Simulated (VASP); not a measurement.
# Al3GaIr (P4/mmm) in VASP: further runs

Runs on Al3GaIr. Level: PBE. Tasks: single point, relaxation of cell and atoms.

Everything below comes from runs of VASP 6.6.1. Logs are shortened: lines on timing, memory, paths and dates and some standing lists are left out, and cuts for length are marked.

## (1) The cell of the first run

It takes space group P4/mmm (No. 123, tetragonal). The conventional cell has a = 4.776 Å, b = 4.776 Å, c = 4.803 Å, α = 90.00°, β = 90.00°, γ = 90.00°. Al (site symmetry 4/mmm) has 4 Ga at 3.38 Å and 8 Al at 3.39 Å and 8 Ir at 4.14 Å within 4.4 Å. Al (site symmetry mmm) has 2 Ir at 2.39 Å within 3.2 Å. Within 3.2 Å of Ga (site symmetry 4/mmm) lie 2 Ir at 2.40 Å. Ir (site symmetry 4/mmm) has 4 Al at 2.39 Å and 2 Ga at 2.40 Å within 3.2 Å.

The cell was built from a structure type or drawn by symmetry, and may not be a known phase.

## (2) Single point, PBE

INCAR reads:

```
  ALGO = Fast
  EDIFF = 1E-7
  ENCUT = 520
  GGA = PE
  ISIF = 2
  ISMEAR = 0
  LASPH = T
  LCHARG = F
  LREAL = F
  LWAVE = F
  NBANDS = 24
  NELM = 100
  PREC = Accurate
  SIGMA = 0.1
```

KPOINTS reads:

```
k-points
0
Gamma
  8 8 8
```

POSCAR reads:

```
Al3GaIr
1.0
    4.7762561726      0.0000000000      0.0000000000
    0.0000000000      4.7762561726      0.0000000000
    0.0000000000      0.0000000000      4.8031530626
Al Ga Ir
3 1 1
Direct
    0.5000000000      0.5000000000      0.5000000000
    0.5000000000      0.0000000000      0.0000000000
    0.0000000000      0.5000000000      0.0000000000
    0.0000000000      0.0000000000      0.5000000000
    0.0000000000      0.0000000000      0.0000000000
```

Potentials or basis: VASP PAW PBE potentials, release 64 (Al, Ga_d, Ir).

Command:

```bash
> cat potpaw_PBE.64/Al/POTCAR potpaw_PBE.64/Ga_d/POTCAR potpaw_PBE.64/Ir/POTCAR > POTCAR
> mpirun -np 1 vasp_std > vasp.out
```

OUTCAR:

```text
EDIFF = 1E-7
   ENCUT = 520
   GGA = PE
   ISIF = 2
   ISMEAR = 0
   LASPH = T
   LREAL = F
   NELM = 100
   PREC = Accurate

 ion  position               nearest neighbor table
   1  0.500  0.500  0.500-
   2  0.500  0.000  0.000-   5 2.39   5 2.39
   3  0.000  0.500  0.000-   5 2.39   5 2.39
   4  0.000  0.000  0.500-   5 2.40   5 2.40
   5  0.000  0.000  0.000-   2 2.39   3 2.39   3 2.39   2 2.39   4 2.40   4 2.40

  LATTYP: Found a simple tetragonal cell.
 ALAT       =     4.7762561726
 C/A-ratio  =     1.0056313751

  Lattice vectors:

 A1 = (   4.7762561726,   0.0000000000,   0.0000000000)
 A2 = (   0.0000000000,   4.7762561726,   0.0000000000)
 A3 = (   0.0000000000,   0.0000000000,   4.8031530626)

Analysis of symmetry for initial positions (statically):
=====================================================================
 Subroutine PRICEL returns:
 Original cell was already a primitive cell.

 Routine SETGRP: Setting up the symmetry group for a
 simple tetragonal supercell.

 Subroutine GETGRP returns: Found 16 space group operations
 (whereof 16 operations were pure point group operations)
 out of a pool of 16 trial point group operations.

The static configuration has the point symmetry D_4h.

Analysis of symmetry for dynamics (positions and initial velocities):
=====================================================================
 Subroutine PRICEL returns:
 Original cell was already a primitive cell.

 Routine SETGRP: Setting up the symmetry group for a
 simple tetragonal supercell.

 Subroutine GETGRP returns: Found 16 space group operations
 (whereof 16 operations were pure point group operations)
 out of a pool of 16 trial point group operations.

The dynamic configuration has the point symmetry D_4h.

 Subroutine INISYM returns: Found 16 space group operations
 (whereof 16 operations are pure point group operations),
 and found     1 'primitive' translations

----------------------------------------------------------------------------------------

                                     Primitive cell

  volume of cell :     109.5725

  direct lattice vectors                    reciprocal lattice vectors
     4.776256173  0.000000000  0.000000000     0.209369004  0.000000000  0.000000000
     0.000000000  4.776256173  0.000000000     0.000000000  0.209369004  0.000000000
     0.000000000  0.000000000  4.803153063     0.000000000  0.000000000  0.208196571

  length of vectors
     4.776256173  4.776256173  4.803153063     0.209369004  0.209369004  0.208196571

  position of ions in fractional coordinates (direct lattice)
     0.500000000  0.500000000  0.500000000
     0.500000000  0.000000000  0.000000000
     0.000000000  0.500000000  0.000000000
     0.000000000  0.000000000  0.500000000
     0.000000000  0.000000000  0.000000000

  ion indices of the primitive-cell ions
   primitive index   ion index
                 1           1
                 2           2
                 3           3
                 4           4
                 5           5

----------------------------------------------------------------------------------------

 KPOINTS: k-points

Automatic generation of k-mesh.
 Grid dimensions read from file:
 generate k-points for:    8    8    8

 Generating k-lattice:

  Cartesian coordinates                     Fractional coordinates (reciprocal lattice)
     0.026171126  0.000000000  0.000000000     0.125000000  0.000000000  0.000000000
     0.000000000  0.026171126  0.000000000     0.000000000  0.125000000  0.000000000
     0.000000000  0.000000000  0.026024571     0.000000000  0.000000000  0.125000000

  Length of vectors
     0.026171126  0.026171126  0.026024571

  Shift w.r.t. Gamma in fractional coordinates (k-lattice)
     0.000000000  0.000000000  0.000000000

 Subroutine IBZKPT returns following result:
 ===========================================

 Found     75 irreducible k-points:

 Following reciprocal coordinates:
            Coordinates               Weight
  0.000000  0.000000  0.000000      1.000000
  0.125000  0.000000  0.000000      4.000000
  0.250000  0.000000  0.000000      4.000000
  0.375000  0.000000  0.000000      4.000000
  0.500000  0.000000  0.000000      2.000000
  0.125000  0.125000  0.000000      4.000000
[... 16 lines left out ...]
  0.375000  0.125000  0.125000     16.000000
  0.500000  0.125000  0.125000      8.000000
 [... further k-points ...]
   k-points           NKPTS =     75   k-points in BZ     NKDIM =     75   number of bands    NBANDS=     24
   number of dos      NEDOS =    301   number of ions     NIONS =      5
   total plane-waves  NPLWV =  46656
   dimension x,y,z NGX =    36 NGY =   36 NGZ =   36
   dimension x,y,z NGXF=    72 NGYF=   72 NGZF=   72
   ions per type =               3   1   1
   NGX,Y,Z   is equivalent  to a cutoff of  12.53, 12.53, 12.46 a.u.
   NGXF,Y,Z  is equivalent  to a cutoff of  25.06, 25.06, 24.92 a.u.
 SYSTEM =  unknown system
   PREC   = accura    normal or accurate (medium, high low for compatibility)
   ISTART =      0    job   : 0-new  1-cont  2-samecut
   ICHARG =      2    charge: 1-file 2-atom 10-const
   ISPIN  =      1    spin polarized calculation?
   LNONCOLLINEAR =      F non collinear calculations
   LSORBIT =      F    spin-orbit coupling
   LASPH  =      T    aspherical Exc in radial PAW
   ENCUT  =  520.0 eV  38.22 Ry    6.18 a.u.   8.88  8.88  8.93*2*pi/ulx,y,z
   NELM   =    100;   NELMIN=  2; NELMDL= -5     # of ELM steps
   EDIFF  = 0.1E-06   stopping-criterion for ELM
   LREAL  =      F    real-space projection
   EDIFFG = 0.1E-05   stopping-criterion for IOM
   NSW    =      0    number of steps for IOM
   IBRION =     -1    ionic relax: 0-MD 1-quasi-New 2-CG
   NFREE  =      0    steps in history (QN), initial steepest desc. (CG)
   ISIF   =      2    stress and relaxation
   ISYM   =      2    0-nonsym 1-usesym 2-fastsym
   POTIM  = 0.5000    time-step for ionic-motion
   TEBEG  =    0.0;   TEEND  =   0.0 temperature during run
   PSTRESS=    0.0 pullay stress
   NELECT =      31.0000    total number of electrons
   NUPDOWN=      -1.0000    fix difference up-down
   EMIN   =  10.00;   EMAX   =-10.00  energy-range for DOS
   EFERMI =   0.00;   METHOD = LEGACY
   ISMEAR =     0;   SIGMA  =   0.10  broadening in eV -4-tet -1-fermi 0-gaus
   EFERMI_NEDOS =   21; number of points for ismear=-14 and -15
   IALGO  =     68    algorithm
   IMIX   =      4    mixing-type and parameters
     AMIX     =   0.40;   BMIX     =  1.00
     AMIX_MAG =   1.60;   BMIX_MAG =  1.00
  volume/ion in A,a.u.               =      21.91       147.89
  Fermi-wavevector in a.u.,A,eV,Ry     =   1.074719  2.030924 15.715008  1.155020
  Thomas-Fermi vector in A             =   2.210555
   LORBIT       =      0    0 simple, 1 ext, 2 COOP (PROOUT), +10 PAW based schemes
   GGA     = PE    functional components
   LHFCALC =     F    Hartree Fock is set to
   AEXX    =    0.0000 exact exchange contribution
   IVDW    =     0    specifies the selected vdW correction
   LEPSILON=     F    determine dielectric tensor
   LRPA    =     F    only Hartree local field effects (RPA)
 non-spin polarized calculation
 RMM-DIIS sequential band-by-band and
 Gauss-broadening in eV      SIGMA  =   0.10
  energy-cutoff  :      520.00
  volume of cell :      109.57
 maximum number of plane-waves:      3016
 NGX is ok and might be reduce to    36
   NGX = 17   NGY = 17   NGZ = 17

 number of electron      30.9999996 magnetization

 Free energy of the ion-electron system (eV)
  ---------------------------------------------------
  ext. energy  EPLUGINS =         0.00000000
  ---------------------------------------------------
  free energy    TOTEN  =       -22.95523740 eV

  energy without entropy =      -22.94227514  energy(sigma->0) =      -22.94875627

 E-fermi :   5.2692     XC(G=0):  -9.6472

 val. band max:        5.2664669223   @ k =   0.5000   0.2500   0.3750
 cond. band min:       5.2747606591   @ k =   0.5000   0.5000   0.0000
 fundamental gap:      0.0082937368
 Fermi energy:         5.2691710232

 k-point     1 :       0.0000    0.0000    0.0000
  band No.  band energies     occupation
      1      -9.8316      2.00000
      2      -9.7849      2.00000
      3      -9.7822      2.00000
      4      -9.7004      2.00000
      5      -9.7004      2.00000
      6      -4.2774      2.00000
[... 16 lines left out ...]
     23       8.5080      0.00000
     24      10.5545      0.00000

 k-point     2 :       0.1250    0.0000    0.0000
  band No.  band energies     occupation
      1      -9.8315      2.00000
      2      -9.7844      2.00000
      3      -9.7825      2.00000
      4      -9.7007      2.00000
      5      -9.7004      2.00000
      6      -4.1803      2.00000
[... 16 lines left out ...]
     23       8.5304      0.00000
     24      10.8962      0.00000

 k-point     3 :       0.2500    0.0000    0.0000
  band No.  band energies     occupation
      1      -9.8312      2.00000
      2      -9.7832      2.00000
      3      -9.7831      2.00000
      4      -9.7015      2.00000
      5      -9.7003      2.00000
      6      -3.9021      2.00000
[... 16 lines left out ...]
     23       8.8084      0.00000
     24      11.2658      0.00000

 k-point     4 :       0.3750    0.0000    0.0000
  band No.  band energies     occupation
      1      -9.8309      2.00000
      2      -9.7837      2.00000
      3      -9.7820      2.00000
      4      -9.7022      2.00000
      5      -9.7002      2.00000
      6      -3.5046      2.00000
[... 16 lines left out ...]
     23       9.2397      0.00000
     24      11.2107      0.00000

 k-point     5 :       0.5000    0.0000    0.0000
  band No.  band energies     occupation
      1      -9.8308      2.00000
      2      -9.7839      2.00000
      3      -9.7815      2.00000
      4      -9.7026      2.00000
      5      -9.7002      2.00000
      6      -3.2497      2.00000
[... 16 lines left out ...]
     23       9.7116      0.00000
     24      10.8891      0.00000

 k-point     6 :       0.1250    0.1250    0.0000
  band No.  band energies     occupation
      1      -9.8313      2.00000
      2      -9.7839      2.00000
      3      -9.7827      2.00000
      4      -9.7007      2.00000
      5      -9.7007      2.00000
      6      -4.0835      2.00000
[... 16 lines left out ...]
     23       8.6769      0.00000
     24      11.4383      0.00000
[... 379 lines left out ...]
 k-point    21 :       0.1250    0.1250    0.1250
  band No.  band energies     occupation
      1      -9.8136      2.00000
      2      -9.7837      2.00000
      3      -9.7827      2.00000
      4      -9.6981      2.00000
      5      -9.6981      2.00000
      6      -3.9755      2.00000
[... 16 lines left out ...]
     23       8.8747      0.00000
     24      10.5281      0.00000

 k-point    22 :       0.2500    0.1250    0.1250
  band No.  band energies     occupation
      1      -9.8133      2.00000
      2      -9.7833      2.00000
      3      -9.7825      2.00000
      4      -9.6989      2.00000
      5      -9.6980      2.00000
      6      -3.6968      2.00000
[... 16 lines left out ...]
     23       9.1796      0.00000
     24       9.9033      0.00000

 k-point    23 :       0.3750    0.1250    0.1250
  band No.  band energies     occupation
      1      -9.8131      2.00000
      2      -9.7839      2.00000
      3      -9.7813      2.00000
      4      -9.6997      2.00000
      5      -9.6979      2.00000
      6      -3.2986      2.00000
[... 16 lines left out ...]
     23       9.3977      0.00000
     24       9.6806      0.00000

 k-point    24 :       0.5000    0.1250    0.1250
  band No.  band energies     occupation
      1      -9.8129      2.00000
      2      -9.7842      2.00000
      3      -9.7808      2.00000
      4      -9.7000      2.00000
      5      -9.6979      2.00000
      6      -3.0427      2.00000
[... 16 lines left out ...]
     23      10.0346      0.00000
     24      10.1907      0.00000

 [... further k-points ...]

------------------------ aborting loop because EDIFF is reached ----------------------------------------

  FORCE on cell =-STRESS in cart. coord.  units (eV):
  Direction    XX          YY          ZZ          XY          YZ          ZX
  --------------------------------------------------------------------------------------
  -------------------------------------------------------------------------------------
  Total       -0.0454702     -0.0454702      0.0947292      0.0000000      0.0000000      0.0000000
  in kB       -0.6648688     -0.6648688      1.3851372      0.0000000      0.0000000      0.0000000
  external PRESSURE =       0.0184665 kB  Pullay stress =       0.0000000 kB

 VOLUME and BASIS-vectors are now :
 -----------------------------------------------------------------------------
  energy-cutoff  :      520.00
  volume of cell :      109.57
      direct lattice vectors                 reciprocal lattice vectors
     4.776256173  0.000000000  0.000000000     0.209369004  0.000000000  0.000000000
     0.000000000  4.776256173  0.000000000     0.000000000  0.209369004  0.000000000
     0.000000000  0.000000000  4.803153063     0.000000000  0.000000000  0.208196571

 POSITION                                       TOTAL-FORCE (eV/Angst)
 -----------------------------------------------------------------------------------
      2.38813      2.38813      2.40158         0.000000      0.000000      0.000000
      2.38813      0.00000      0.00000         0.000000      0.000000      0.000000
      0.00000      2.38813      0.00000         0.000000      0.000000      0.000000
      0.00000      0.00000      2.40158         0.000000      0.000000      0.000000
      0.00000      0.00000      0.00000         0.000000      0.000000      0.000000
 -----------------------------------------------------------------------------------
    total drift:                                0.000000     -0.000000      0.000000

  FREE ENERGIE OF THE ION-ELECTRON SYSTEM (eV)
  ---------------------------------------------------
  free  energy   TOTEN  =       -22.9552374007 eV

  energy  without entropy=      -22.9422751394  energy(sigma->0) =      -22.94875627
```

Wall time 92 s (1 thread of Intel Xeon 6975P-C (Granite Rapids), shared host); peak memory 0.35 GiB.

What came out:

- Free energy: -22.9552 eV
- Pressure: 0.0 GPa
- Band gap on the k mesh: zero (an odd number of electrons rules out a gap without spin polarisation)

Caveat: spin-orbit coupling is left out, which moves the levels of the heavy elements.

(Continued in part 2 of 2.)
